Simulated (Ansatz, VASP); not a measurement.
# One calculation of PtS2, two programs

```
Pt S
1.0
     3.57659    0.00000    0.00000
    -1.78830    3.09742    0.00000
     0.00000    0.00000    6.82150
Pt S
1 2
Cartesian
  0.0000 0.0000 0.0000
  0.0000 2.0649 1.2275
  1.7883 1.0325 5.5940
```

Alike in both runs: functional PBE; k mesh 9 × 9 × 4; occupations gaussian, width 0.05 eV; no spin polarisation.

Ansatz relaxed the structure, and its values are those at the end. VASP's run is a single point on that final structure, the one shown.

|  | VASP | Ansatz |
| --- | --- | --- |
| version | VASP 6.6.1 | Ansatz 0.2.0 |
| potentials or method | VASP PAW PBE potentials, release 64 (Pt, S), cutoff 520 eV | scalar-relativistic, plane waves, PAW |
| valence electrons in the cell | 22 | 30 |

|  | VASP | Ansatz | Ansatz less VASP |
| --- | --- | --- | --- |
| gap on the k mesh at the Fermi level (eV) | 1.64 | 1.64 | -0.002 |
| least direct gap on the mesh (eV) | 1.65 | 1.65 | -0.003 |
| pressure (GPa) | -0.4 | 0.0 | +0.34 |
| rms of the force components (eV/Å) | 0.016 | 0.002 | -0.0142 |

VASP's potentials hold 22 valence electrons a cell and Ansatz's 30, so a difference there can come from the potentials and not from the codes. Ansatz's warnings: stress scf threshold loose.

Spin-orbit coupling is off throughout.
